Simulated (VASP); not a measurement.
## Na2S: single point with LDA

The system is Na2S.

```
CELL_PARAMETERS angstrom
0.00000 3.19208 3.19208
3.19208 0.00000 3.19208
3.19208 3.19208 0.00000
ATOMIC_POSITIONS crystal
Na 0.25000 0.25000 0.25000
Na 0.75000 0.75000 0.75000
S 0.00000 0.00000 0.00000
```

| Quantity | Value |
| --- | --- |
| Program | VASP 6.6.1 |
| Task | single point |
| Functional | LDA |
| Potentials or basis | VASP PAW LDA potentials, release 64 (Na_pv, S) |
| Cutoff | 500 eV |
| k mesh | 6 × 6 × 6 |
| Occupations | fermi-dirac, width 0.02 eV |
| Spin | no spin polarisation |

The pressure is 0.0 GPa and the band gap on the k mesh is 2.49 eV.

Levels at points of the mesh, in eV from the valence-band top:
| k point | band 8 | band 9 | band 10 | band 11 | band 12 | band 13 |
| --- | --- | --- | --- | --- | --- | --- |
| (0.00, 0.00, 0.00) | 0.00 | 0.00 | 0.00 | 2.49 | 7.77 | 7.77 |
| (0.50, 0.00, 0.00) | -1.84 | -0.14 | -0.14 | 4.84 | 6.57 | 7.11 |
| (0.50, 0.50, 0.00) | -1.64 | -0.50 | -0.50 | 3.67 | 5.99 | 8.82 |

Wall time 13 s on 1 thread of Intel(R) Xeon(R) Platinum 8488C (Sapphire Rapids), on a shared host, peak memory 0.16 GiB.

A hybrid or GW would open this gap; LDA tends to underestimate it.
